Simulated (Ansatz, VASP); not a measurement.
## Two plane-wave programs on Au

```
CELL_PARAMETERS angstrom
5.25525 0.00000 0.00000
0.00000 5.25525 0.00000
0.00000 0.00000 5.25525
ATOMIC_POSITIONS crystal
Au 0.00000 0.00000 0.00000
Au 0.50000 0.50000 0.50000
Au 0.25000 0.00000 0.50000
Au 0.75000 0.00000 0.50000
Au 0.50000 0.25000 0.00000
Au 0.50000 0.75000 0.00000
Au 0.00000 0.50000 0.25000
Au 0.00000 0.50000 0.75000
```

Alike in both runs: functional r2SCAN; k mesh 5 × 5 × 5; occupations fermi-dirac, width 0.1 eV; no spin polarisation.

Ansatz relaxed the structure, and its values are those at the end. VASP's run is a single point on that final structure, the one shown.

|  | VASP | Ansatz |
| --- | --- | --- |
| version | VASP 6.6.1 | Ansatz 0.2.0 |
| potentials or method | VASP PAW PBE potentials, release 64 (Au), cutoff 520 eV | plane waves (500 eV) with PAW, scalar-relativistic |
| valence electrons in the cell | 88 | 152 |

Ansatz gave:

```
pressure (GPa) : 0.0
```

Task: Which values does VASP return?

Result: Pressure (GPa): 0.3.

VASP's potentials were made for PBE, not for r2SCAN. With one functional, cell and mesh, what is left measures potentials, basis and numerics. VASP's potentials hold 88 valence electrons a cell and Ansatz's 152, so a difference there can come from the potentials and not from the codes.

Spin-orbit coupling is off throughout.
